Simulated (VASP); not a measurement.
Input of a VASP 6.6.1 run:

File INCAR:

```
  PREC = Accurate
  ENCUT = 600
  EDIFF = 1E-6
  ISMEAR = 0
  SIGMA = 0.1
  LREAL = F
  LASPH = T
  NELM = 60
  ALGO = Normal
  ISIF = 3
  LWAVE = F
  LCHARG = F
  GGA = PE
  IBRION = 2
  NSW = 100
  EDIFFG = -0.01
```

KPOINTS

```
regular mesh
0
Gamma
  6 6 8
```

POSCAR

```
AlIn2B2As
1.0
    4.1656062188     -3.7425368087      0.0000000000
    4.1656062188      3.7425368087      0.0000000000
   -1.9226143718      0.0000000000      3.7531530630
Al In B As
1 2 2 1
Direct
    0.9589127603      0.9589127603      0.7199916878
    0.4132836686      0.8941858916      0.4164181184
    0.8941858916      0.4132836686      0.4164181184
    0.7633484328      0.7633484328      0.1768862184
    0.9812635076      0.9812635076      0.2311919257
    0.5089267292      0.5089267292      0.7435538114
```

Potentials or basis: VASP PAW PBE potentials, release 64 (Al, In_d, B, As).

Run with:

```sh
$ cat potpaw_PBE.64/Al/POTCAR potpaw_PBE.64/In_d/POTCAR potpaw_PBE.64/B/POTCAR potpaw_PBE.64/As/POTCAR > POTCAR
$ mpirun -np 1 vasp_std > vasp.out
```

Estimate the band gap on the k mesh.

zero (bands 20 and 21 overlap by 0.73 eV).

What does it give for the space group after relaxing (to 0.1 Å)?

Cm (No. 8).

Predict the relaxed cell.

a = 5.628 Å, b = 5.628 Å, c = 4.225 Å, α = 109.52°, β = 109.52°, γ = 83.08°.

Forces on the atoms (eV/Å):
```
Al  -0.003  0.000 -0.003
In   0.004  0.003 -0.002
In   0.004 -0.003 -0.002
B    0.002  0.000  0.001
B   -0.004  0.000  0.003
As  -0.004  0.000  0.002
```

Caveat: semilocal functionals underestimate gaps, so a narrow gap can read as zero; spin-orbit coupling is left out, which moves the levels of the heavy elements.
